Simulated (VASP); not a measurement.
# AlN (Fm-3m) in VASP: further runs

AlN is run at these levels: r2SCAN; tasks: single point.

Everything below comes from runs of VASP 6.6.1. Logs are shortened: lines on timing, memory, paths and dates and some standing lists are left out, and cuts for length are marked.

### 1 The cell of the first run

It takes space group Fm-3m (No. 225, cubic). Conventional cell: a = 3.986 Å, b = 3.986 Å, c = 3.986 Å, α = 90.00°, β = 90.00°, γ = 90.00°. Within 2.6 Å of Al (site symmetry m-3m) lie 6 N at 1.99 Å. Within 2.6 Å of N (site symmetry m-3m) lie 6 Al at 1.99 Å.

### 2 Single point, r2SCAN

File POSCAR:

```
AlN
1.0
    0.0000000000      1.9929855707      1.9929855707
    1.9929855707      0.0000000000      1.9929855707
    1.9929855707      1.9929855707      0.0000000000
Al N
1 1
Direct
    0.5000000000      0.5000000000      0.5000000000
    0.0000000000      0.0000000000      0.0000000000
```

File INCAR.step1:

```
  PREC = Accurate
  ENCUT = 520
  ISMEAR = -1
  SIGMA = 0.05
  LREAL = False
  LASPH = True
  NELM = 60
  NBANDS = 11
  GGA = PE
  ALGO = Normal
  EDIFF = 1E-4
  LWAVE = True
  LCHARG = False
```

File INCAR.step2:

```
  PREC = Accurate
  ENCUT = 520
  EDIFF = 1E-7
  ISMEAR = -1
  SIGMA = 0.05
  LREAL = False
  LASPH = True
  NELM = 60
  ALGO = Normal
  ISIF = 2
  LWAVE = False
  LCHARG = True
  METAGGA = R2SCAN
  LMIXTAU = True
  LELF = True
  LVHAR = True
  NBANDS = 11
  ISTART = 1
```

File KPOINTS:

```
regular mesh
0
Gamma
  11 11 11
```

Potentials or basis: VASP PAW PBE potentials, release 64 (Al, N).

Launch:

```console
cat potpaw_PBE.64/Al/POTCAR potpaw_PBE.64/N/POTCAR > POTCAR
cp INCAR.step1 INCAR
mpirun -np 1 vasp_std > vasp.out
cp INCAR.step2 INCAR
mpirun -np 1 vasp_std > vasp.out
```

OUTCAR:

```text
PREC = Accurate
   ENCUT = 520
   EDIFF = 1E-7
   ISMEAR = -1
   LREAL = False
   LASPH = True
   NELM = 60
   ISIF = 2
   METAGGA = R2SCAN
   ISTART = 1

 ion  position               nearest neighbor table
   1  0.500  0.500  0.500-   2 1.99   2 1.99   2 1.99   2 1.99   2 1.99   2 1.99
   2  0.000  0.000  0.000-   1 1.99   1 1.99   1 1.99   1 1.99   1 1.99   1 1.99

  LATTYP: Found a face centered cubic cell.
 ALAT       =     3.9859711414

  Lattice vectors:

 A1 = (   0.0000000000,   1.9929855707,   1.9929855707)
 A2 = (   1.9929855707,   0.0000000000,   1.9929855707)
 A3 = (   1.9929855707,   1.9929855707,   0.0000000000)

Analysis of symmetry for initial positions (statically):
=====================================================================
 Subroutine PRICEL returns:
 Original cell was already a primitive cell.

 Routine SETGRP: Setting up the symmetry group for a
 face centered cubic supercell.

 Subroutine GETGRP returns: Found 48 space group operations
 (whereof 48 operations were pure point group operations)
 out of a pool of 48 trial point group operations.

The static configuration has the point symmetry O_h .

Analysis of symmetry for dynamics (positions and initial velocities):
=====================================================================
 Subroutine PRICEL returns:
 Original cell was already a primitive cell.

 Routine SETGRP: Setting up the symmetry group for a
 face centered cubic supercell.

 Subroutine GETGRP returns: Found 48 space group operations
 (whereof 48 operations were pure point group operations)
 out of a pool of 48 trial point group operations.

The dynamic configuration has the point symmetry O_h .

 Subroutine INISYM returns: Found 48 space group operations
 (whereof 48 operations are pure point group operations),
 and found     1 'primitive' translations

----------------------------------------------------------------------------------------

                                     Primitive cell

  volume of cell :      15.8322

  direct lattice vectors                    reciprocal lattice vectors
     0.000000000  1.992985571  1.992985571    -0.250879890  0.250879890  0.250879890
     1.992985571  0.000000000  1.992985571     0.250879890 -0.250879890  0.250879890
     1.992985571  1.992985571  0.000000000     0.250879890  0.250879890 -0.250879890

  length of vectors
     2.818507224  2.818507224  2.818507224     0.434536715  0.434536715  0.434536715

  position of ions in fractional coordinates (direct lattice)
     0.500000000  0.500000000  0.500000000
     0.000000000  0.000000000  0.000000000

  ion indices of the primitive-cell ions
   primitive index   ion index
                 1           1
                 2           2

----------------------------------------------------------------------------------------

 KPOINTS: regular mesh

Automatic generation of k-mesh.
 Grid dimensions read from file:
 generate k-points for:   11   11   11

 Generating k-lattice:

  Cartesian coordinates                     Fractional coordinates (reciprocal lattice)
    -0.022807263  0.022807263  0.022807263     0.090909091  0.000000000  0.000000000
     0.022807263 -0.022807263  0.022807263     0.000000000  0.090909091  0.000000000
     0.022807263  0.022807263 -0.022807263     0.000000000  0.000000000  0.090909091

  Length of vectors
     0.039503338  0.039503338  0.039503338

  Shift w.r.t. Gamma in fractional coordinates (k-lattice)
     0.000000000  0.000000000  0.000000000

 Subroutine IBZKPT returns following result:
 ===========================================

 Found     56 irreducible k-points:

 Following reciprocal coordinates:
            Coordinates               Weight
  0.000000  0.000000  0.000000      1.000000
  0.090909  0.000000  0.000000      8.000000
  0.181818  0.000000  0.000000      8.000000
  0.272727  0.000000  0.000000      8.000000
  0.363636  0.000000  0.000000      8.000000
  0.454545  0.000000  0.000000      8.000000
[... 16 lines left out ...]
 -0.272727  0.181818  0.000000     24.000000
 -0.181818  0.181818  0.000000     12.000000
 [... further k-points ...]
   k-points           NKPTS =     56   k-points in BZ     NKDIM =     56   number of bands    NBANDS=     11
   number of dos      NEDOS =    301   number of ions     NIONS =      2
   total plane-waves  NPLWV =  13824
   dimension x,y,z NGX =    24 NGY =   24 NGZ =   24
   dimension x,y,z NGXF=    48 NGYF=   48 NGZF=   48
   ions per type =               1   1
   NGX,Y,Z   is equivalent  to a cutoff of  14.16, 14.16, 14.16 a.u.
   NGXF,Y,Z  is equivalent  to a cutoff of  28.31, 28.31, 28.31 a.u.
 SYSTEM =  unknown system
   PREC   = accura    normal or accurate (medium, high low for compatibility)
   ISTART =      1    job   : 0-new  1-cont  2-samecut
   ICHARG =      0    charge: 1-file 2-atom 10-const
   ISPIN  =      1    spin polarized calculation?
   LNONCOLLINEAR =      F non collinear calculations
   LSORBIT =      F    spin-orbit coupling
   LASPH  =      T    aspherical Exc in radial PAW
   ENCUT  =  520.0 eV  38.22 Ry    6.18 a.u.   5.24  5.24  5.24*2*pi/ulx,y,z
   NELM   =     60;   NELMIN=  2; NELMDL=  0     # of ELM steps
   EDIFF  = 0.1E-06   stopping-criterion for ELM
   LREAL  =      F    real-space projection
   EDIFFG = 0.1E-05   stopping-criterion for IOM
   NSW    =      0    number of steps for IOM
   IBRION =     -1    ionic relax: 0-MD 1-quasi-New 2-CG
   NFREE  =      0    steps in history (QN), initial steepest desc. (CG)
   ISIF   =      2    stress and relaxation
   ISYM   =      2    0-nonsym 1-usesym 2-fastsym
   POTIM  = 0.5000    time-step for ionic-motion
   TEBEG  =    0.0;   TEEND  =   0.0 temperature during run
   PSTRESS=    0.0 pullay stress
   NELECT =       8.0000    total number of electrons
   NUPDOWN=      -1.0000    fix difference up-down
   EMIN   =  10.00;   EMAX   =-10.00  energy-range for DOS
   EFERMI =   0.00;   METHOD = LEGACY
   ISMEAR =    -1;   SIGMA  =   0.05  broadening in eV -4-tet -1-fermi 0-gaus
   EFERMI_NEDOS =   21; number of points for ismear=-14 and -15
   IALGO  =     38    algorithm
   IMIX   =      4    mixing-type and parameters
     AMIX     =   0.40;   BMIX     =  1.00
     AMIX_MAG =   1.60;   BMIX_MAG =  1.00
  volume/ion in A,a.u.               =       7.92        53.42
  Fermi-wavevector in a.u.,A,eV,Ry     =   1.303939  2.464088 23.133407  1.700257
  Thomas-Fermi vector in A             =   2.434908
   LORBIT       =      0    0 simple, 1 ext, 2 COOP (PROOUT), +10 PAW based schemes
   METAGGA = R2SCAN    functional components
   LHFCALC =     F    Hartree Fock is set to
   AEXX    =    0.0000 exact exchange contribution
   IVDW    =     0    specifies the selected vdW correction
   LEPSILON=     F    determine dielectric tensor
   LRPA    =     F    only Hartree local field effects (RPA)
 non-spin polarized calculation
  energy-cutoff  :      520.00
  volume of cell :       15.83
 maximum number of plane-waves:       440
 NGX is ok and might be reduce to    24
   NGX = 11   NGY = 11   NGZ = 11

 number of electron       7.9999999 magnetization

 Free energy of the ion-electron system (eV)
  ---------------------------------------------------
  ext. energy  EPLUGINS =         0.00000000
  ---------------------------------------------------
  free energy    TOTEN  =       -18.87759193 eV

  energy without entropy =      -18.87759193  energy(sigma->0) =      -18.87759193

 E-fermi :  11.3959     XC(G=0): -13.0929

 val. band max:       10.3347578222   @ k =   0.0000   0.0000   0.0000
 cond. band min:      16.3195230608   @ k =   0.4545   0.4545   0.0000
 fundamental gap:      5.9847652386
 Fermi energy:        11.3959264663

 k-point     1 :       0.0000    0.0000    0.0000
  band No.  band energies     occupation
      1      -8.4677      2.00000
      2      10.3348      2.00000
      3      10.3348      2.00000
      4      10.3348      2.00000
      5      17.5092      0.00000
      6      23.3911      0.00000
      7      23.3911      0.00000
      8      23.3911      0.00000
      9      29.2466      0.00000
     10      29.2466      0.00000
     11      29.3000      0.00000

 k-point     2 :       0.0909    0.0000    0.0000
  band No.  band energies     occupation
      1      -8.2878      2.00000
      2       9.4610      2.00000
      3      10.2171      2.00000
      4      10.2171      2.00000
      5      18.0296      0.00000
      6      22.6693      0.00000
      7      23.6841      0.00000
      8      23.6841      0.00000
      9      28.1141      0.00000
     10      28.1141      0.00000
     11      30.5471      0.00000

 k-point     3 :       0.1818    0.0000    0.0000
  band No.  band energies     occupation
      1      -7.7619      2.00000
      2       7.4912      2.00000
      3       9.9217      2.00000
      4       9.9217      2.00000
      5      18.6088      0.00000
      6      22.2443      0.00000
      7      24.1062      0.00000
      8      24.1062      0.00000
      9      27.2950      0.00000
     10      27.2950      0.00000
     11      30.2730      0.00000

 k-point     4 :       0.2727    0.0000    0.0000
  band No.  band energies     occupation
      1      -6.9420      2.00000
      2       5.2298      2.00000
      3       9.5713      2.00000
      4       9.5713      2.00000
      5      18.3054      0.00000
      6      23.2426      0.00000
      7      23.6994      0.00000
      8      23.6994      0.00000
      9      28.3157      0.00000
     10      28.3157      0.00000
     11      29.4253      0.00000
[... 239 lines left out ...]
 k-point    22 :      -0.3636    0.1818    0.0000
  band No.  band energies     occupation
      1      -4.9644      2.00000
      2       2.7397      2.00000
      3       6.7169      2.00000
      4       8.8589      2.00000
      5      19.2743      0.00000
      6      21.2970      0.00000
      7      23.9248      0.00000
      8      24.3405      0.00000
      9      30.3469      0.00000
     10      30.9588      0.00000
     11      32.8124      0.00000

 k-point    23 :      -0.2727    0.1818    0.0000
  band No.  band energies     occupation
      1      -5.7917      2.00000
      2       4.1313      2.00000
      3       6.8905      2.00000
      4       9.2678      2.00000
      5      19.9004      0.00000
      6      21.7025      0.00000
      7      23.0413      0.00000
      8      24.0584      0.00000
      9      27.8013      0.00000
     10      31.6030      0.00000
     11      32.9602      0.00000

 k-point    24 :      -0.1818    0.1818    0.0000
  band No.  band energies     occupation
      1      -6.6767      2.00000
      2       5.6330      2.00000
      3       7.6604      2.00000
      4       9.6777      2.00000
      5      20.2048      0.00000
      6      21.3086      0.00000
      7      23.0754      0.00000
      8      24.5013      0.00000
      9      25.9391      0.00000
     10      30.6245      0.00000
     11      32.8559      0.00000

 [... further k-points ...]
[... 5 lines left out ...]
  --------------------------------------------------------------------------------------
  -------------------------------------------------------------------------------------
  Total        1.0558171      1.0558171      1.0558171     -0.0000000      0.0000000      0.0000000
  in kB      106.8456378    106.8456378    106.8456378     -0.0000000      0.0000000      0.0000000
  external PRESSURE =     106.8456378 kB  Pullay stress =       0.0000000 kB

 VOLUME and BASIS-vectors are now :
 -----------------------------------------------------------------------------
  energy-cutoff  :      520.00
  volume of cell :       15.83
      direct lattice vectors                 reciprocal lattice vectors
     0.000000000  1.992985571  1.992985571    -0.250879890  0.250879890  0.250879890
     1.992985571  0.000000000  1.992985571     0.250879890 -0.250879890  0.250879890
     1.992985571  1.992985571  0.000000000     0.250879890  0.250879890 -0.250879890

 POSITION                                       TOTAL-FORCE (eV/Angst)
 -----------------------------------------------------------------------------------
      1.99299      1.99299      1.99299        -0.000000      0.000000     -0.000000
      0.00000      0.00000      0.00000         0.000000      0.000000      0.000000
 -----------------------------------------------------------------------------------
    total drift:                                0.000000     -0.000000     -0.000000

  FREE ENERGIE OF THE ION-ELECTRON SYSTEM (eV)
  ---------------------------------------------------
  free  energy   TOTEN  =       -18.8775919297 eV

  energy  without entropy=      -18.8775919297  energy(sigma->0) =      -18.87759193
```

Run time: 69 s. Hardware: 1 thread of AMD EPYC 7R43 (Zen 3), shared host; peak memory 0.11 GiB.

Results:

```
Free energy            : -18.8776 eV
Pressure               : 10.7 GPa
Band gap on the k mesh : 5.98 eV, indirect (least direct gap 7.17 eV)
```

Caveat: the PAW data sets were made with another functional, which shifts forces and pressure a little. A k mesh can miss the band edges.

### 3 Single point, r2SCAN

This run uses another cell than the first one, of 8.08 Å³/atom, 1.021 times its volume.

File POSCAR:

```
AlN
1.0
    0.0000000000      2.0070211428      2.0070211428
    2.0070211428      0.0000000000      2.0070211428
    2.0070211428      2.0070211428      0.0000000000
Al N
1 1
Direct
    0.5000000000      0.5000000000      0.5000000000
    0.0000000000      0.0000000000      0.0000000000
```

File INCAR.step1:

```
SYSTEM = AlN
  ALGO = Normal
  EDIFF = 1E-4
  ENCUT = 520
  GGA = PE
  ISMEAR = -1
  LASPH = .True.
  LCHARG = .False.
  LREAL = .False.
  LWAVE = .True.
  NBANDS = 11
  NELM = 100
  PREC = Accurate
  SIGMA = 0.05
```

File INCAR.step2:

```
SYSTEM = AlN
  ALGO = Normal
  EDIFF = 1E-6
  ENCUT = 520
  ISIF = 2
  ISMEAR = -1
  ISTART = 1
  LASPH = .True.
  LCHARG = .False.
  LMIXTAU = .True.
  LREAL = .False.
  LWAVE = .False.
  METAGGA = R2SCAN
  NBANDS = 11
  NELM = 100
  PREC = Accurate
  SIGMA = 0.05
```

File KPOINTS:

```
k-points
0
Gamma
  11 11 11
  0 0 0
```

Potentials or basis: VASP PAW PBE potentials, release 64 (Al, N).

Launch:

```console
cat potpaw_PBE.64/Al/POTCAR potpaw_PBE.64/N/POTCAR > POTCAR
cp INCAR.step1 INCAR
mpirun -np 1 vasp_std > vasp.out
cp INCAR.step2 INCAR
mpirun -np 1 vasp_std > vasp.out
```

It took 54 s on 1 thread of AMD EPYC 7R43 (Zen 3), shared host; peak memory 0.11 GiB.

Results (log left out):

| Item | Value |
| --- | --- |
| Free energy | -18.8936 eV |
| Pressure | 4.2 GPa |
| Band gap on the k mesh | 5.84 eV, indirect (least direct gap 6.85 eV) |

Levels at points of the mesh, in eV from the valence-band top:
| k point | band 1 | band 2 | band 3 | band 4 | band 5 | band 6 | band 7 | band 8 |
| --- | --- | --- | --- | --- | --- | --- | --- | --- |
| (0.00, 0.00, 0.00) | -18.60 | 0.00 | 0.00 | 0.00 | 6.85 | 12.98 | 12.98 | 12.98 |

Caveat: the PAW data sets were made with another functional, which shifts forces and pressure a little. A k mesh can miss the band edges.
